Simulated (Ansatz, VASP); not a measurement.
## Two plane-wave programs on H3CCl

```
C Cl H
1.0
     9.02872    0.00000    0.00000
     0.00000    9.02872    0.00000
     0.00000    0.00000    9.02872
C Cl H
8 8 24
Direct
  0.09745 0.72382 0.33679
  0.42163 0.36286 0.44009
  0.96278 0.47636 0.76365
  0.90177 0.10231 0.29481
  0.80166 0.05576 0.75878
  0.36625 0.32357 0.01989
  0.39035 0.73038 0.92673
  0.57425 0.75055 0.30343
  0.12478 0.79429 0.52065
  0.47150 0.17042 0.44325
  0.79673 0.47430 0.65383
  0.01467 0.24944 0.22040
  0.79442 0.91860 0.90337
  0.37734 0.25012 0.83633
  0.21570 0.82711 0.93201
  0.57098 0.79439 0.49666
  0.12053 0.81222 0.25720
  0.17359 0.63111 0.31972
  0.98307 0.68522 0.32721
  0.43738 0.40774 0.55147
  0.49404 0.41916 0.36102
  0.30549 0.37105 0.40637
  0.94231 0.41209 0.86439
  0.05183 0.42610 0.69872
  0.98909 0.59165 0.79010
  0.96408 0.04857 0.38393
  0.79922 0.15112 0.33694
  0.87955 0.02505 0.20413
  0.89756 0.12658 0.77958
  0.81331 0.99727 0.65339
  0.69891 0.11968 0.76140
  0.35606 0.23160 0.09804
  0.46728 0.38703 0.04120
  0.26880 0.39531 0.02670
  0.39051 0.65686 0.83043
  0.47997 0.81190 0.91815
  0.40009 0.66578 0.02884
  0.56636 0.85336 0.23968
  0.67780 0.69252 0.27889
  0.47938 0.67908 0.27933
```

Alike in both runs: functional PBE; dispersion D3(BJ); k mesh 1 × 1 × 1; occupations fermi-dirac, width 0.05 eV; no spin polarisation.

Ansatz relaxed the structure, and its values are those at the end. VASP's run is a single point on that final structure, the one shown.

|  | VASP | Ansatz |
| --- | --- | --- |
| version | VASP 6.6.1 | Ansatz 0.2.0 |
| potentials or method | VASP PAW PBE potentials, release 64 (C_h, Cl, H_h), cutoff 910 eV | scalar-relativistic, plane waves, PAW |
| valence electrons in the cell | 112 | 112 |

VASP gave:

```
rms of the force components (eV/Å) : 0.055
```

Question: Estimate Ansatz's values.

Answer: rms of the force components (eV/Å): 0.030.

Noted on VASP's run: the cutoff is short for stress, so the pressure is rough.
